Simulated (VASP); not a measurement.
# Hf in VASP: notebook

Hf is run at these levels: PBE; tasks: single point.

All numbers are computed with VASP 6.6.1; they aren't measurements. Logs are shortened: lines on timing, memory, paths and dates and some standing lists are left out, and cuts for length are marked.

### Step 1. The cell of the first run

The typed cell holds 1 atom: a = 3.005 Å, b = 3.014 Å, c = 3.044 Å, α = 60.17°, β = 60.14°, γ = 60.08°.

### Step 2. Single point, PBE (the cell strained at random)

The input, INCAR:

```
ALGO = Fast ; EDIFF = 1E-6
ENCUT = 520 ; GGA = PE
ISIF = 2 ; ISMEAR = 0
LASPH = True ; LCHARG = False
LREAL = False ; LWAVE = False
NBANDS = 11 ; NELM = 60
PREC = Accurate ; SIGMA = 0.1
```

The input, KPOINTS:

```
k-points
0
Gamma
  14 14 14
```

The input, POSCAR:

```
Hf
1.0
    0.0047064000      2.1293574000      2.1204996000
    2.1362838000     -0.0003774000      2.1255834000
    2.1530226000      2.1511800000     -0.0171162000
Hf
1
Direct
    0.0000000000      0.0000000000      0.0000000000
```

Potentials or basis: VASP PAW PBE potentials, release 64 (Hf_pv).

Run with:

```sh
$ cat potpaw_PBE.64/Hf_pv/POTCAR > POTCAR
$ mpirun -np 1 vasp_std > vasp.out
```

OUTCAR:

```text
EDIFF = 1E-6
   ENCUT = 520
   GGA = PE
   ISIF = 2
   ISMEAR = 0
   LASPH = True
   LREAL = False
   NELM = 60
   PREC = Accurate

 ion  position               nearest neighbor table
   1  0.000  0.000  0.000-

  Warning from LATTYP: Got some problem with cell dimensions!
  Tried to take original basis but could not verify dimensions!
  LATTYP: Found a triclinic cell.
 ALAT       =     5.2257512188
 B/A-ratio  =     0.5766074957
 C/A-ratio  =     0.5824194697
 COS(alpha) =     0.0008509921
 COS(beta)  =     0.2965553904
 COS(gamma) =     0.8637839616

  Lattice vectors:

 A1 = (  -4.2798936000,   2.1079122000,   2.1325320000)
 A2 = (  -2.1315774000,   2.1297348000,  -0.0050838000)
 A3 = (  -2.1530226000,  -2.1511800000,   0.0171162000)

Analysis of symmetry for initial positions (statically):
=====================================================================
 Subroutine PRICEL returns:
 Original cell was already a primitive cell.

 Routine SETGRP: Setting up the symmetry group for a
 triclinic supercell.

 Subroutine GETGRP returns: Found  2 space group operations
 (whereof  2 operations were pure point group operations)
 out of a pool of  2 trial point group operations.

The static configuration has the point symmetry S_2 .

Analysis of symmetry for dynamics (positions and initial velocities):
=====================================================================
 Subroutine PRICEL returns:
 Original cell was already a primitive cell.

 Routine SETGRP: Setting up the symmetry group for a
 triclinic supercell.

 Subroutine GETGRP returns: Found  2 space group operations
 (whereof  2 operations were pure point group operations)
 out of a pool of  2 trial point group operations.

The dynamic configuration has the point symmetry S_2 .

 Subroutine INISYM returns: Found  2 space group operations
 (whereof  2 operations are pure point group operations),
 and found     1 'primitive' translations

----------------------------------------------------------------------------------------

                                     Primitive cell

  volume of cell :      19.5477

  direct lattice vectors                    reciprocal lattice vectors
     0.004706400  2.129357400  2.120499600    -0.233914844  0.235986087  0.235134294
     2.136283800 -0.000377400  2.125583400     0.235220202 -0.233559717  0.234013282
     2.153022600  2.151180000 -0.017116200     0.231583166  0.231228040 -0.232707924

  length of vectors
     3.005112916  3.013604720  3.043579254     0.407054939  0.405759659  0.401559643

  position of ions in fractional coordinates (direct lattice)
     0.000000000  0.000000000  0.000000000

  ion indices of the primitive-cell ions
   primitive index   ion index
                 1           1

----------------------------------------------------------------------------------------

 KPOINTS: k-points

Automatic generation of k-mesh.
 Grid dimensions read from file:
 generate k-points for:   14   14   14

 Generating k-lattice:

  Cartesian coordinates                     Fractional coordinates (reciprocal lattice)
    -0.016708203  0.016856149  0.016795307     0.071428571  0.000000000  0.000000000
     0.016801443 -0.016682837  0.016715234     0.000000000  0.071428571 -0.000000000
     0.016541655  0.016516289 -0.016621995     0.000000000  0.000000000  0.071428571

  Length of vectors
     0.029075353  0.028982833  0.028682832

  Shift w.r.t. Gamma in fractional coordinates (k-lattice)
     0.000000000  0.000000000  0.000000000

 Subroutine IBZKPT returns following result:
 ===========================================

 Found   1376 irreducible k-points:

 Following reciprocal coordinates:
            Coordinates               Weight
  0.000000  0.000000  0.000000      1.000000
  0.071429 -0.000000 -0.000000      2.000000
  0.142857 -0.000000  0.000000      2.000000
  0.214286 -0.000000 -0.000000      2.000000
  0.285714 -0.000000 -0.000000      2.000000
  0.357143 -0.000000 -0.000000      2.000000
[... 16 lines left out ...]
  0.000000  0.142857  0.000000      2.000000
  0.071429  0.142857  0.000000      2.000000
 [... further k-points ...]
   k-points           NKPTS =   1376   k-points in BZ     NKDIM =   1376   number of bands    NBANDS=     11
   number of dos      NEDOS =    301   number of ions     NIONS =      1
   total plane-waves  NPLWV =  13824
   dimension x,y,z NGX =    24 NGY =   24 NGZ =   24
   dimension x,y,z NGXF=    48 NGYF=   48 NGZF=   48
   ions per type =               1
   NGX,Y,Z   is equivalent  to a cutoff of  13.28, 13.24, 13.11 a.u.
   NGXF,Y,Z  is equivalent  to a cutoff of  26.55, 26.48, 26.22 a.u.
 SYSTEM =  unknown system
   PREC   = accura    normal or accurate (medium, high low for compatibility)
   ISTART =      0    job   : 0-new  1-cont  2-samecut
   ICHARG =      2    charge: 1-file 2-atom 10-const
   ISPIN  =      1    spin polarized calculation?
   LNONCOLLINEAR =      F non collinear calculations
   LSORBIT =      F    spin-orbit coupling
   LASPH  =      T    aspherical Exc in radial PAW
   ENCUT  =  520.0 eV  38.22 Ry    6.18 a.u.   5.59  5.60  5.66*2*pi/ulx,y,z
   NELM   =     60;   NELMIN=  2; NELMDL= -5     # of ELM steps
   EDIFF  = 0.1E-05   stopping-criterion for ELM
   LREAL  =      F    real-space projection
   EDIFFG = 0.1E-04   stopping-criterion for IOM
   NSW    =      0    number of steps for IOM
   IBRION =     -1    ionic relax: 0-MD 1-quasi-New 2-CG
   NFREE  =      0    steps in history (QN), initial steepest desc. (CG)
   ISIF   =      2    stress and relaxation
   ISYM   =      2    0-nonsym 1-usesym 2-fastsym
   POTIM  = 0.5000    time-step for ionic-motion
   TEBEG  =    0.0;   TEEND  =   0.0 temperature during run
   PSTRESS=    0.0 pullay stress
   NELECT =      10.0000    total number of electrons
   NUPDOWN=      -1.0000    fix difference up-down
   EMIN   =  10.00;   EMAX   =-10.00  energy-range for DOS
   EFERMI =   0.00;   METHOD = LEGACY
   ISMEAR =     0;   SIGMA  =   0.10  broadening in eV -4-tet -1-fermi 0-gaus
   EFERMI_NEDOS =   21; number of points for ismear=-14 and -15
   IALGO  =     68    algorithm
   IMIX   =      4    mixing-type and parameters
     AMIX     =   0.40;   BMIX     =  1.00
     AMIX_MAG =   1.60;   BMIX_MAG =  1.00
  volume/ion in A,a.u.               =      19.55       131.91
  Fermi-wavevector in a.u.,A,eV,Ry     =   1.309311  2.474238 23.324387  1.714294
  Thomas-Fermi vector in A             =   2.439918
   LORBIT       =      0    0 simple, 1 ext, 2 COOP (PROOUT), +10 PAW based schemes
   GGA     = PE    functional components
   LHFCALC =     F    Hartree Fock is set to
   AEXX    =    0.0000 exact exchange contribution
   IVDW    =     0    specifies the selected vdW correction
   LEPSILON=     F    determine dielectric tensor
   LRPA    =     F    only Hartree local field effects (RPA)
 non-spin polarized calculation
 RMM-DIIS sequential band-by-band and
 Gauss-broadening in eV      SIGMA  =   0.10
  energy-cutoff  :      520.00
  volume of cell :       19.55
 maximum number of plane-waves:       540
   NGX = 11   NGY = 11   NGZ = 11

 number of electron      10.0000000 magnetization

 Free energy of the ion-electron system (eV)
  ---------------------------------------------------
  ext. energy  EPLUGINS =         0.00000000
  ---------------------------------------------------
  free energy    TOTEN  =        -9.70707539 eV

  energy without entropy =       -9.70019566  energy(sigma->0) =       -9.70363552

 E-fermi :   5.7050     XC(G=0): -11.9149

 val. band max:        5.7047476625   @ k =  -0.4286   0.3571   0.1429
 cond. band min:       5.7051742800   @ k =  -0.4286   0.1429   0.3571
 fundamental gap:      0.0004266175
 Fermi energy:         5.7049716953

 k-point     1 :       0.0000    0.0000    0.0000
  band No.  band energies     occupation
      1     -23.8123      2.00000
      2     -23.7892      2.00000
      3     -23.7835      2.00000
      4      -1.9289      2.00000
      5       7.0040      0.00000
      6       7.2124      0.00000
      7       7.2770      0.00000
      8      10.4330      0.00000
      9      10.5248      0.00000
     10      17.4909      0.00000
     11      19.2450      0.00000

 k-point     2 :       0.0714   -0.0000   -0.0000
  band No.  band energies     occupation
      1     -23.8566      2.00000
      2     -23.8176      2.00000
      3     -23.7981      2.00000
      4      -1.7158      2.00000
      5       7.0067      0.00000
      6       7.1425      0.00000
      7       7.3323      0.00000
      8      10.3056      0.00000
      9      10.3945      0.00000
     10      17.9684      0.00000
     11      19.2473      0.00000

 k-point     3 :       0.1429   -0.0000    0.0000
  band No.  band energies     occupation
      1     -24.0478      2.00000
      2     -23.8418      2.00000
      3     -23.8230      2.00000
      4      -1.1145      2.00000
      5       6.5108      0.00000
      6       7.3567      0.00000
      7       7.5876      0.00000
      8      10.0719      0.00000
      9      10.1507      0.00000
     10      18.9255      0.00000
     11      20.3482      0.00000

 k-point     4 :       0.2143   -0.0000   -0.0000
  band No.  band energies     occupation
      1     -24.3158      2.00000
      2     -23.8753      2.00000
      3     -23.8585      2.00000
      4      -0.2457      2.00000
      5       5.9943      0.00004
      6       7.4867      0.00000
      7       7.7380      0.00000
      8      10.1163      0.00000
      9      10.1869      0.00000
     10      18.2452      0.00000
     11      19.2480      0.00000

 k-point     5 :       0.2857   -0.0000   -0.0000
  band No.  band energies     occupation
      1     -24.6012      2.00000
      2     -23.9122      2.00000
      3     -23.8975      2.00000
      4       0.6672      2.00000
      5       5.7596      0.43969
      6       7.3263      0.00000
      7       7.5776      0.00000
      8      10.7055      0.00000
      9      10.8003      0.00000
     10      17.2632      0.00000
     11      19.2448      0.00000
[... 211 lines left out ...]
 k-point    21 :      -0.1429    0.0714   -0.0000
  band No.  band energies     occupation
      1     -24.1567      2.00000
      2     -23.8901      2.00000
      3     -23.8349      2.00000
      4      -0.6749      2.00000
      5       6.1721      0.00000
      6       7.5353      0.00000
      7       7.7225      0.00000
      8       9.4587      0.00000
      9      10.5689      0.00000
     10      19.3424      0.00000
     11      20.4893      0.00000

 k-point    22 :      -0.0714    0.0714   -0.0000
  band No.  band energies     occupation
      1     -23.9530      2.00000
      2     -23.8439      2.00000
      3     -23.8126      2.00000
      4      -1.3739      2.00000
      5       6.6764      0.00000
      6       7.2689      0.00000
      7       7.5439      0.00000
      8       9.8717      0.00000
      9      10.4793      0.00000
     10      18.6898      0.00000
     11      20.7536      0.00000

 k-point    23 :       0.0000    0.1429    0.0000
  band No.  band energies     occupation
      1     -24.0510      2.00000
      2     -23.8400      2.00000
      3     -23.8172      2.00000
      4      -1.1206      2.00000
      5       6.4712      0.00000
      6       7.3437      0.00000
      7       7.6323      0.00000
      8      10.0863      0.00000
      9      10.1746      0.00000
     10      18.9244      0.00000
     11      20.2997      0.00000

 k-point    24 :       0.0714    0.1429    0.0000
  band No.  band energies     occupation
      1     -24.0022      2.00000
      2     -23.8586      2.00000
      3     -23.8242      2.00000
      4      -1.1771      2.00000
      5       6.4189      0.00000
      6       7.4331      0.00000
      7       7.6448      0.00000
      8       9.6577      0.00000
      9      10.5674      0.00000
     10      19.0683      0.00000
     11      20.6926      0.00000

 [... further k-points ...]

------------------------ aborting loop because EDIFF is reached ----------------------------------------

  FORCE on cell =-STRESS in cart. coord.  units (eV):
  Direction    XX          YY          ZZ          XY          YZ          ZX
  --------------------------------------------------------------------------------------
  -------------------------------------------------------------------------------------
  Total        2.1683918      2.1774482      2.2130789     -0.0990909      0.1046745      0.0566140
  in kB      177.7263580    178.4686367    181.3890095     -8.1217208      8.5793579      4.6402135
  external PRESSURE =     179.1946681 kB  Pullay stress =       0.0000000 kB

 VOLUME and BASIS-vectors are now :
 -----------------------------------------------------------------------------
  energy-cutoff  :      520.00
  volume of cell :       19.55
      direct lattice vectors                 reciprocal lattice vectors
     0.004706400  2.129357400  2.120499600    -0.233914844  0.235986087  0.235134294
     2.136283800 -0.000377400  2.125583400     0.235220202 -0.233559717  0.234013282
     2.153022600  2.151180000 -0.017116200     0.231583166  0.231228040 -0.232707924

 POSITION                                       TOTAL-FORCE (eV/Angst)
 -----------------------------------------------------------------------------------
      0.00000      0.00000      0.00000         0.000000      0.000000     -0.000000
 -----------------------------------------------------------------------------------
    total drift:                               -0.000000      0.000000     -0.000000

  FREE ENERGIE OF THE ION-ELECTRON SYSTEM (eV)
  ---------------------------------------------------
  free  energy   TOTEN  =        -9.7070753850 eV

  energy  without entropy=       -9.7001956556  energy(sigma->0) =       -9.70363552
```

Wall time 2.9 min (1 thread of Intel Xeon Platinum 8488C (Sapphire Rapids), shared host); peak memory 0.38 GiB.

What came out:

| Quantity | Value |
| --- | --- |
| Free energy | -9.7071 eV |
| Pressure | 17.9 GPa |
| Band gap on the k mesh | zero (band 5 reaches 7.01 eV, above the bottom of band 6 at 4.92 eV) |

Levels at points of the mesh, in eV from the Fermi level:
| k point | band 2 | band 3 | band 4 | band 5 | band 6 | band 7 | band 8 | band 9 |
| --- | --- | --- | --- | --- | --- | --- | --- | --- |
| (0.00, 0.00, 0.00) | -29.49 | -29.49 | -7.63 | 1.30 | 1.51 | 1.57 | 4.73 | 4.82 |
| (0.50, 0.00, 0.00) | -29.68 | -29.67 | -4.01 | 1.03 | 1.20 | 1.27 | 7.25 | 7.42 |
| (0.00, 0.50, 0.00) | -29.68 | -29.66 | -4.02 | 1.01 | 1.16 | 1.33 | 7.23 | 7.40 |
| (0.50, 0.50, 0.00) | -29.97 | -29.94 | -3.84 | -2.66 | 3.43 | 7.32 | 8.07 | 8.09 |
| (0.00, 0.00, 0.50) | -29.65 | -29.64 | -4.06 | 1.01 | 1.19 | 1.27 | 7.23 | 7.30 |
| (0.50, 0.00, 0.50) | -29.96 | -29.94 | -3.85 | -2.64 | 3.36 | 7.32 | 8.04 | 8.12 |
| (0.00, 0.50, 0.50) | -29.96 | -29.93 | -3.85 | -2.64 | 3.34 | 7.33 | 8.05 | 8.11 |
| (0.50, 0.50, 0.50) | -29.67 | -29.67 | -4.02 | 1.08 | 1.16 | 1.26 | 7.19 | 7.44 |

Caveat: the cell differs from its parent crystal (the cell strained at random); spin-orbit coupling is left out, which moves the levels of the heavy elements.

### Step 3. Single point, PBE

This run uses another cell than the first one, of 21.88 Å³/atom, 1.119 times its volume.

The input, INCAR:

```
PREC = Accurate
ENCUT = 500
EDIFF = 1E-6
ISMEAR = 0
SIGMA = 0.1
LREAL = F
LASPH = T
NELM = 120
ALGO = Normal
ISIF = 2
LWAVE = F
LCHARG = T
GGA = PE
LELF = T
LVHAR = T
NBANDS = 11
GGA_COMPAT = F
```

The input, KPOINTS:

```
regular mesh
0
Gamma
  8 8 8
```

The input, POSCAR:

```
Hf
1.0
    0.0000000000      2.2200000000      2.2200000000
    2.2200000000      0.0000000000      2.2200000000
    2.2200000000      2.2200000000      0.0000000000
Hf
1
Direct
    0.0000000000      0.0000000000      0.0000000000
```

Potentials or basis: VASP PAW PBE potentials, release 64 (Hf_pv).

Run with:

```sh
$ cat potpaw_PBE.64/Hf_pv/POTCAR > POTCAR
$ mpirun -np 1 vasp_std > vasp.out
```

Run time: 8 s. Hardware: 1 thread of AMD EPYC 7R13 (Zen 3), shared host; peak memory 0.11 GiB.

The run converged. Its results:

```yaml
Free_energy: -9.8394 eV
Pressure: 2.8 GPa
Band_gap_on_the_k_mesh: zero (band 5 reaches 6.30 eV, above the bottom of band 6 at 4.49 eV)
```

Levels at points of the mesh, in eV from the Fermi level:
```tsv
k point	band 3	band 4	band 5	band 6	band 7	band 8
(0.00, 0.00, 0.00)	-29.96	-7.30	1.39	1.39	1.39	4.26
(0.50, 0.00, 0.00)	-30.07	-3.72	0.64	1.16	1.16	6.44
(0.50, 0.50, 0.00)	-30.27	-3.36	-2.23	2.62	6.46	7.08
```

Caveat: spin-orbit coupling is left out, which moves the levels of the heavy elements.

(Continued in part 2 of 2.)
